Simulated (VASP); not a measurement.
Input of a VASP 6.6.1 run:

The input INCAR:

```
ALGO     = Normal         # electronic algorithm
EDIFF    = 1E-6           # SCF threshold, eV
ENCUT    = 520            # plane-wave cutoff, eV
ISIF     = 2              # what is computed and relaxed
ISMEAR   = 0              # smearing method
LASPH    = True           # aspherical terms in the spheres
LCHARG   = False          # write CHGCAR
LREAL    = False          # projectors in reciprocal space
LWAVE    = False          # write WAVECAR
NBANDS   = 11             # bands
NELM     = 60             # most SCF steps
PREC     = Accurate       # precision mode
SIGMA    = 0.1            # smearing width, eV
```

File KPOINTS:

```
k-points
0
Gamma
  21 21 21
```

Contents of POSCAR:

```
C
1.0
    3.6184947078      0.0000000000      0.0000000000
    2.7925211418      2.3011583220      0.0000000000
    2.7925211418      1.0023424393      2.0713858301
C
2
Direct
    0.8333939545      0.8333939545      0.8333939545
    0.1666060455      0.1666060455      0.1666060455
```

Potentials or basis: VASP PAW LDA potentials, release 64 (C).

The run is started by

```sh
$ cat potpaw_LDA.64/C/POTCAR > POTCAR
$ mpirun -np 1 vasp_std > vasp.out
```

Problem. Estimate the pressure.

Solution. 0.8 GPa.

Stress tensor (GPa, compression positive):
```
 0.04 -0.45 -0.28
-0.45  1.12 -0.10
-0.28 -0.10  1.22
```
